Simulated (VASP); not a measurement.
Input of a VASP 6.6.1 run:

File INCAR:

```
ALGO = Normal
EDIFF = 1E-6
ENCUT = 520
GGA = PE
ISIF = 2
ISMEAR = 0
LASPH = True
LCHARG = False
LREAL = False
LWAVE = False
NBANDS = 15
NELM = 60
PREC = Accurate
SIGMA = 0.05
```

Contents of KPOINTS:

```
k-points
0
Gamma
  8 8 8
```

File POSCAR:

```
KF
1.0
    0.0292718914      2.7396322098      2.7396322098
    2.7396322098      0.0292718914      2.7396322098
    2.7396322098      2.7396322098      0.0292718914
K F
1 1
Direct
    0.0000000000      0.0000000000      0.0000000000
    0.5000000000      0.5000000000      0.5000000000
```

Potentials or basis: VASP PAW PBE potentials, release 64 (K_sv, F).

Run with:

```bash
$ cat potpaw_PBE.64/K_sv/POTCAR potpaw_PBE.64/F/POTCAR > POTCAR
$ mpirun -np 1 vasp_std > vasp.out
```

Task: Estimate the pressure.

Result: -0.4 GPa.

Task: Predict the band gap on the k mesh.

Result: 5.86 eV.

Stress tensor (GPa, compression positive):
```
-0.45 -0.15 -0.15
-0.15 -0.45 -0.15
-0.15 -0.15 -0.45
```

A k mesh can miss the band edges. Expect the measured gap to be larger: semilocal functionals such as PBE lack the derivative discontinuity.
